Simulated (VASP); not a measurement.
# BaTiO3 (so) (P4mm) in VASP: single point with PBE

Aim: the single point of BaTiO3 (so) with PBE.

Everything below comes from runs of VASP 6.6.1. Logs are shortened: lines on timing, memory, paths and dates and some standing lists are left out, and cuts for length are marked.

## Step 1: The cell of the first run

It takes space group P4mm (No. 99, tetragonal). Conventional cell: a = 3.985 Å, b = 3.985 Å, c = 4.204 Å, α = 90.00°, β = 90.00°, γ = 90.00°. Ba (site symmetry 4mm) has 12 O at 2.80 to 2.99 Å and 8 Ti at 3.47 to 3.56 Å within 3.7 Å. Within 2.4 Å of Ti (site symmetry 4mm) lie 6 O at 1.81 to 2.39 Å. Within 2.4 Å of O (site symmetry 4mm) lie 2 Ti at 1.81 to 2.39 Å. O (site symmetry 2mm) has 2 Ti at 2.00 Å within 2.7 Å.

## Step 2: Single point, PBE, non-collinear spin, zero start, spin-orbit coupling

File INCAR:

```
SYSTEM = BaTiO3
ALGO = Normal ; EDIFF = 1E-6
ENCUT = 600 ; GGA = PE
GGA_COMPAT = .False. ; ISIF = 2
ISMEAR = 0 ; LASPH = .True.
LCHARG = .False. ; LMAXMIX = 4
LORBIT = 11 ; LORBMOM = .True.
LREAL = .False. ; LSORBIT = .True.
LWAVE = .False. ; MAGMOM = 0 0 0 0 0 0 0 0 0 0 0 0 0 0 0
NBANDS = 55 ; NELM = 200
PREC = Accurate ; SIGMA = 0.02
```

File KPOINTS:

```
k-points
0
Gamma
  8 8 6
  0 0 0
```

File POSCAR:

```
BaTiO3
1.0
    3.9849672859      0.0000000000      0.0000000000
    0.0000000000      3.9849672859      0.0000000000
    0.0000000000      0.0000000000      4.2035863063
Ba Ti O
1 1 3
Direct
    0.0000000000      0.0000000000     -0.0108448273
    0.5000000000      0.5000000000      0.4719636602
    0.5000000000      0.5000000000      0.0409953963
    0.5000000000      0.0000000000      0.5204428853
    0.0000000000      0.5000000000      0.5204428853
```

Potentials or basis: VASP PAW PBE potentials, release 64 (Ba_sv, Ti_sv, O).

The run is started by

```sh
> cat potpaw_PBE.64/Ba_sv/POTCAR potpaw_PBE.64/Ti_sv/POTCAR potpaw_PBE.64/O/POTCAR > POTCAR
> mpirun -np 1 vasp_ncl > vasp.out
```

OUTCAR:

```text
SYSTEM = BaTiO3
   EDIFF = 1E-6
   ENCUT = 600
   GGA = PE
   ISIF = 2
   ISMEAR = 0
   LASPH = .True.
   LORBIT = 11
   LREAL = .False.
   LSORBIT = .True.
   NELM = 200
   PREC = Accurate

 ion  position               nearest neighbor table
   1  0.000  0.000  0.989-   4 2.80   5 2.80   5 2.80   4 2.80   3 2.83   3 2.83   3 2.83   3 2.83
                             4 2.99   5 2.99   5 2.99   4 2.99   2 3.47   2 3.47   2 3.47   2 3.47
   2  0.500  0.500  0.472-   3 1.81   4 2.00   5 2.00   4 2.00   5 2.00   3 2.39   1 3.47   1 3.47
                             1 3.47   1 3.47   1 3.56   1 3.56   1 3.56   1 3.56
   3  0.500  0.500  0.041-   2 1.81   2 2.39   1 2.83   1 2.83   1 2.83   1 2.83
   4  0.500  0.000  0.520-   2 2.00   2 2.00   1 2.80   1 2.80   1 2.99   1 2.99
   5  0.000  0.500  0.520-   2 2.00   2 2.00   1 2.80   1 2.80   1 2.99   1 2.99

  LATTYP: Found a simple tetragonal cell.
 ALAT       =     3.9849672859
 C/A-ratio  =     1.0548609323

  Lattice vectors:

 A1 = (   3.9849672859,   0.0000000000,   0.0000000000)
 A2 = (   0.0000000000,   3.9849672859,   0.0000000000)
 A3 = (   0.0000000000,   0.0000000000,   4.2035863063)

Analysis of symmetry for initial positions (statically):
=====================================================================
 Subroutine PRICEL returns:
 Original cell was already a primitive cell.

 Routine SETGRP: Setting up the symmetry group for a
 simple tetragonal supercell.

 Subroutine GETGRP returns: Found  8 space group operations
 (whereof  8 operations were pure point group operations)
 out of a pool of 16 trial point group operations.

The static configuration has the point symmetry C_4v.

Analysis of symmetry for dynamics (positions and initial velocities):
=====================================================================
 Subroutine PRICEL returns:
 Original cell was already a primitive cell.

 Routine SETGRP: Setting up the symmetry group for a
 simple tetragonal supercell.

 Subroutine GETGRP returns: Found  8 space group operations
 (whereof  8 operations were pure point group operations)
 out of a pool of 16 trial point group operations.

The dynamic configuration has the point symmetry C_4v.

Analysis of structural, dynamic, and magnetic symmetry:
=====================================================================
 Subroutine PRICEL returns:
 Original cell was already a primitive cell.

 Routine SETGRP: Setting up the symmetry group for a
 simple tetragonal supercell.

 Subroutine GETGRP returns: Found  8 space group operations
 (whereof  8 operations were pure point group operations)
 out of a pool of 16 trial point group operations.

The overall configuration has the point symmetry C_4v.

 Subroutine INISYM returns: Found  8 space group operations
 (whereof  8 operations are pure point group operations),
 and found     1 'primitive' translations

----------------------------------------------------------------------------------------

                                     Primitive cell

  volume of cell :      66.7528

  direct lattice vectors                    reciprocal lattice vectors
     3.984967286  0.000000000  0.000000000     0.250943089  0.000000000  0.000000000
     0.000000000  3.984967286  0.000000000     0.000000000  0.250943089  0.000000000
     0.000000000  0.000000000  4.203586306     0.000000000  0.000000000  0.237892106

  length of vectors
     3.984967286  3.984967286  4.203586306     0.250943089  0.250943089  0.237892106

  position of ions in fractional coordinates (direct lattice)
     0.000000000  0.000000000  0.989155173
     0.500000000  0.500000000  0.471963660
     0.500000000  0.500000000  0.040995396
     0.500000000  0.000000000  0.520442885
     0.000000000  0.500000000  0.520442885

  ion indices of the primitive-cell ions
   primitive index   ion index
                 1           1
                 2           2
                 3           3
[... 128 lines left out ...]

 val. band max:        3.7447497030   @ k =   0.5000   0.5000   0.5000
 cond. band min:       5.5334680963   @ k =   0.0000   0.0000   0.0000
 fundamental gap:      1.7887183933
 Fermi energy:         4.0307847148

 k-point     1 :       0.0000    0.0000    0.0000
  band No.  band energies     occupation
      1     -52.9072      1.00000
      2     -52.9072      1.00000
      3     -29.5908      1.00000
      4     -29.5908      1.00000
      5     -28.9769      1.00000
      6     -28.9769      1.00000
[... 1309 lines left out ...]
     51      10.6566      0.00000
     52      10.6566      0.00000

 [... further k-points ...]

 [bands above 52 left out]

------------------------ aborting loop because EDIFF is reached ----------------------------------------

  FORCE on cell =-STRESS in cart. coord.  units (eV):
  Direction    XX          YY          ZZ          XY          YZ          ZX
  --------------------------------------------------------------------------------------
  -------------------------------------------------------------------------------------
  Total        0.5914494      0.5914494      0.6010893      0.0000000      0.0000000      0.0000000
  in kB       14.1957601     14.1957601     14.4271353      0.0000000      0.0000000      0.0000000
  external PRESSURE =      14.2728852 kB  Pullay stress =       0.0000000 kB

 VOLUME and BASIS-vectors are now :
 -----------------------------------------------------------------------------
  energy-cutoff  :      600.00
  volume of cell :       66.75
      direct lattice vectors                 reciprocal lattice vectors
     3.984967286  0.000000000  0.000000000     0.250943089  0.000000000  0.000000000
     0.000000000  3.984967286  0.000000000     0.000000000  0.250943089  0.000000000
     0.000000000  0.000000000  4.203586306     0.000000000  0.000000000  0.237892106

 POSITION                                       TOTAL-FORCE (eV/Angst)
 -----------------------------------------------------------------------------------
      0.00000      0.00000      4.15800         0.000000      0.000000      0.047922
      1.99248      1.99248      1.98394         0.000000      0.000000      0.080759
      1.99248      1.99248      0.17233         0.000000     -0.000000     -0.078766
      1.99248      0.00000      2.18773         0.000000      0.000000     -0.024957
      0.00000      1.99248      2.18773         0.000000     -0.000000     -0.024957
 -----------------------------------------------------------------------------------
    total drift:                                0.000000     -0.000000      0.000221

  FREE ENERGIE OF THE ION-ELECTRON SYSTEM (eV)
  ---------------------------------------------------
  free  energy   TOTEN  =       -40.2443588228 eV

  energy  without entropy=      -40.2443588228  energy(sigma->0) =      -40.24435882

 orbital moment (x)

 # of ion     p       d       tot
 ----------------------------------------
  1         0.000  -0.000  -0.000
  2        -0.000   0.000   0.000
  3        -0.000   0.000  -0.000
  4         0.000   0.000   0.000
  5        -0.000   0.000  -0.000
 ----------------------------------------
            0.000   0.000   0.000

 orbital moment (y)

 # of ion     p       d       tot
 ----------------------------------------
  1        -0.000   0.000   0.000
  2        -0.000   0.000  -0.000
  3         0.000   0.000   0.000
  4         0.000   0.000   0.000
  5         0.000   0.000   0.000
 ----------------------------------------
           -0.000   0.000   0.000

 orbital moment (z)

 # of ion     p       d       tot
 ----------------------------------------
  1         0.000   0.000   0.000
  2         0.000   0.000   0.000
  3         0.000   0.000   0.000
  4        -0.000   0.000  -0.000
  5         0.000   0.000   0.000
 ----------------------------------------
           -0.000   0.000  -0.000

 Spin-Orbit-Coupling matrix elements

 Ion:    1  E_soc:     -0.3840054
 l=   1
     0.0000000    -0.0638372    -0.0638915
    -0.0638372     0.0000000    -0.0638372
    -0.0638915    -0.0638372     0.0000000
 l=   2
     0.0000000    -0.0000334     0.0000000    -0.0000334    -0.0001134
    -0.0000334     0.0000000    -0.0000840    -0.0000323    -0.0000283
     0.0000000    -0.0000840     0.0000000    -0.0000840     0.0000000
    -0.0000334    -0.0000323    -0.0000840     0.0000000    -0.0000283
    -0.0001134    -0.0000283     0.0000000    -0.0000283     0.0000000
 l=   3
     0.0000000     0.0000000     0.0000000     0.0000000     0.0000000     0.0000000     0.0000000
     0.0000000     0.0000000     0.0000000     0.0000000     0.0000000     0.0000000     0.0000000
     0.0000000     0.0000000     0.0000000     0.0000000     0.0000000     0.0000000     0.0000000
     0.0000000     0.0000000     0.0000000     0.0000000     0.0000000     0.0000000     0.0000000
[... 69 lines left out ...]
 l=   2
     0.0000000     0.0000000     0.0000000     0.0000000     0.0000000
     0.0000000     0.0000000     0.0000000     0.0000000     0.0000000
     0.0000000     0.0000000     0.0000000     0.0000000     0.0000000
     0.0000000     0.0000000     0.0000000     0.0000000     0.0000000
     0.0000000     0.0000000     0.0000000     0.0000000     0.0000000
 l=   3
     0.0000000     0.0000000     0.0000000     0.0000000     0.0000000     0.0000000     0.0000000
     0.0000000     0.0000000     0.0000000     0.0000000     0.0000000     0.0000000     0.0000000
     0.0000000     0.0000000     0.0000000     0.0000000     0.0000000     0.0000000     0.0000000
     0.0000000     0.0000000     0.0000000     0.0000000     0.0000000     0.0000000     0.0000000
     0.0000000     0.0000000     0.0000000     0.0000000     0.0000000     0.0000000     0.0000000
     0.0000000     0.0000000     0.0000000     0.0000000     0.0000000     0.0000000     0.0000000
     0.0000000     0.0000000     0.0000000     0.0000000     0.0000000     0.0000000     0.0000000

 total charge

# of ion       s       p       d       tot
------------------------------------------
    1        2.006   5.645   0.308   7.958
    2        2.219   6.262   1.773  10.253
    3        1.567   3.458   0.000   5.025
    4        1.559   3.462   0.000   5.021
    5        1.559   3.462   0.000   5.021
--------------------------------------------------
tot          8.910  22.289   2.081  33.280

 magnetization (x)

# of ion       s       p       d       tot
------------------------------------------
    1        0.000   0.000   0.000   0.000
    2        0.000  -0.000   0.000  -0.000
    3        0.000   0.000   0.000   0.000
    4        0.000   0.000   0.000   0.000
    5        0.000  -0.000   0.000  -0.000
--------------------------------------------------
tot          0.000   0.000   0.000   0.000

 magnetization (y)

# of ion       s       p       d       tot
------------------------------------------
    1       -0.000  -0.000  -0.000  -0.000
    2        0.000   0.000   0.000   0.000
    3        0.000   0.000   0.000   0.000
    4        0.000   0.000   0.000   0.000
    5        0.000   0.000   0.000   0.000
--------------------------------------------------
tot         -0.000  -0.000  -0.000  -0.000

 magnetization (z)

# of ion       s       p       d       tot
------------------------------------------
    1        0.000   0.000   0.000   0.000
    2        0.000   0.000  -0.000   0.000
    3       -0.000   0.000   0.000  -0.000
    4        0.000   0.000   0.000   0.000
    5        0.000   0.000   0.000   0.000
--------------------------------------------------
tot          0.000   0.000  -0.000   0.000
```

Run time: 15 min. Hardware: 1 thread of Intel Xeon 6975P-C, shared host; peak memory 0.74 GiB.

What came out:

| Quantity | Value |
| --- | --- |
| Free energy | -40.2444 eV |
| Pressure | 1.4 GPa |
| Largest force | 0.081 eV/Å |
| Net moment | 0.00 μB per cell |
| Valence electrons inside the program's atomic spheres | Ba 7.96; Ti 10.25; O 5.03, 5.02 |

Forces on the atoms (eV/Å):
```
Ba   0.000  0.000  0.048
Ti   0.000  0.000  0.081
O    0.000  0.000 -0.079
O    0.000  0.000 -0.025
O    0.000  0.000 -0.025
```

Moments on the atoms (μB; x, y, z):
```
Ba  0.00 0.00 0.00
Ti  0.00 0.00 0.00
O   0.00 0.00 0.00
O   0.00 0.00 0.00
O   0.00 0.00 0.00
```
